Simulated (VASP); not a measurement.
Input of a VASP 6.6.1 run:

Contents of INCAR:

```
  PREC = Accurate
  ENCUT = 520
  EDIFF = 1E-7
  ISMEAR = 0
  SIGMA = 0.05
  LREAL = F
  LASPH = T
  NELM = 60
  ALGO = Normal
  ISIF = 2
  LWAVE = F
  LCHARG = F
  GGA = CA
  NBANDS = 35
```

The input KPOINTS:

```
regular mesh
0
Gamma
  6 6 8
```

Contents of POSCAR:

```
SnO2
1.0
    4.5508719057      0.0000000000      0.0000000000
    0.0000000000      4.5514309592      0.0000000000
    0.0000000000      0.0000000000      3.0745939119
Sn O
2 4
Direct
    0.5000000000      0.5000000000      0.5000000000
    0.0000000000      0.0000000000      0.0000000000
    0.3059833077      0.2802382207      0.0000000000
    0.8059833077      0.2197617793      0.5000000000
    0.1940166923      0.7802382207      0.5000000000
    0.6940166923      0.7197617793      0.0000000000
```

Potentials or basis: VASP PAW LDA potentials, release 64 (Sn_d, O).

Command:

```console
$ cat potpaw_LDA.64/Sn_d/POTCAR potpaw_LDA.64/O/POTCAR > POTCAR
$ mpirun -np 1 vasp_std > vasp.out
```

(1) Estimate the pressure.

(2) Estimate the band gap on the k mesh.

(3) Predict the largest force.

Answers

(1) 31.7 GPa.

(2) 2.39 eV.

(3) 2.347 eV/Å.

Caveat: the cell differs from its parent crystal (atoms shifted along a free coordinate); the stress differs along the axes, from 28 to 36 GPa; spin-orbit coupling is left out, which moves the levels of the heavy elements; forces of over 1 eV/Å act on the atoms, so gaps and moduli don't describe the material at rest.
